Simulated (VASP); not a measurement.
Write the native input for VASP 6.6.1 that does the following.

```yaml
Task: single point
Functional: HSE06
Potentials_or_basis: VASP PAW PBE potentials, release 64 (Sr_sv, O)
Cutoff: 520 eV
k_mesh: 4 × 4 × 4
Occupations: fermi-dirac, width 0.05 eV
Spin: no spin polarisation
Dipole_correction: no
Grid_for_exact_exchange_PRECFOCK: Normal
Further_INCAR_settings: ALGO = Normal; EDIFF = 1e-06; NBANDS = 15
Share_of_exact_exchange: 0.25
Screening_parameter: 0.2079 1/Å
```

SrO (rock salt type):

```
Sr O
1.0
     0.00000    2.55592    2.55592
     2.55592    0.00000    2.55592
     2.55592    2.55592    0.00000
Sr O
1 1
Direct
  0.00000 0.00000 0.00000
  0.50000 0.50000 0.50000
```

The input as run:

POSCAR

```
SrO
1.0
    0.0000000000      2.5559236885      2.5559236885
    2.5559236885      0.0000000000      2.5559236885
    2.5559236885      2.5559236885      0.0000000000
Sr O
1 1
Direct
    0.0000000000      0.0000000000      0.0000000000
    0.5000000000      0.5000000000      0.5000000000
```

INCAR.step1

```
ALGO = Normal ; EDIFF = 1E-5
ENCUT = 520 ; GGA = PE
ISIF = 2 ; ISMEAR = -1
LASPH = T ; LREAL = F
LWAVE = T ; NBANDS = 15
NELM = 80 ; PREC = Accurate
SIGMA = 0.05
```

INCAR.step2

```
ALGO = Normal ; EDIFF = 1E-6
ENCUT = 520 ; GGA = PE
HFSCREEN = 0.2079 ; ISIF = 2
ISMEAR = -1 ; ISTART = 1
LASPH = T ; LCHARG = T
LELF = T ; LHFCALC = T
LREAL = F ; LVHAR = T
LWAVE = F ; NBANDS = 15
NELM = 80 ; PREC = Accurate
PRECFOCK = Normal ; SIGMA = 0.05
```

KPOINTS

```
k-points
0
Gamma
  4 4 4
```

Potentials or basis: VASP PAW PBE potentials, release 64 (Sr_sv, O).

Run with:

```console
$ cat potpaw_PBE.64/Sr_sv/POTCAR potpaw_PBE.64/O/POTCAR > POTCAR
$ cp INCAR.step1 INCAR
$ mpirun -np 1 vasp_std > vasp.out
$ cp INCAR.step2 INCAR
$ mpirun -np 1 vasp_std > vasp.out
```

It gave:

```yaml
Pressure: 3.0 GPa
Band_gap_on_the_k_mesh: 4.74 eV (least direct gap 4.82 eV)
```

Caveat: the k points lie up to 0.53 Å⁻¹ apart; the PAW data sets were made with another functional, which shifts forces and pressure a little.

It took 3.2 min on 1 thread of Intel(R) Xeon(R) Platinum 8559C (Emerald Rapids) (shared host), peak memory 0.26 GiB.
